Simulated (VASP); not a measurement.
A run of VASP 6.6.1 is set up as follows.

Contents of INCAR:

```
SYSTEM = Rb3Ru
PREC     = Accurate       ! precision mode
ENCUT    = 520            ! plane-wave cutoff, eV
EDIFF    = 1E-7           ! SCF threshold, eV
ISMEAR   = 0              ! smearing method
SIGMA    = 0.1            ! smearing width, eV
LREAL    = .False.        ! projectors in reciprocal space
LASPH    = .True.         ! aspherical terms in the spheres
NELM     = 80             ! most SCF steps
ALGO     = Normal         ! electronic algorithm
ISIF     = 2              ! what is computed and relaxed
LWAVE    = .False.        ! write WAVECAR
LCHARG   = .False.        ! write CHGCAR
GGA      = PE             ! functional
NBANDS   = 28             ! bands
```

KPOINTS

```
regular mesh
0
Gamma
  3 3 4
  0 0 0
```

Contents of POSCAR:

```
Rb3Ru
1.0
    6.2518141400      0.0000000000      0.0000000000
   -3.1259070700      5.4142298700      0.0000000000
    0.0000000000      0.0000000000      4.3787047200
Rb Ru
3 1
Direct
    0.5000000000      0.0000000000      0.0000000000
    0.0000000000      0.5000000000      0.0000000000
    0.5000000000      0.5000000000      0.0000000000
    0.0000000000      0.0000000000      0.0000000000
```

Potentials or basis: VASP PAW PBE potentials, release 64 (Rb_sv, Ru_pv).

Launch:

```sh
$ cat potpaw_PBE.64/Rb_sv/POTCAR potpaw_PBE.64/Ru_pv/POTCAR > POTCAR
$ mpirun -np 1 vasp_std > vasp.out
```

(1) What does it give for the pressure?

(2) Predict the band gap on the k mesh.

## Answers

(1) 4.9 GPa.

(2) zero (an odd number of electrons rules out a gap without spin polarisation).

Caveat: the k points lie up to 0.39 Å⁻¹ apart, too coarse for converged energies and pressures of a metal.
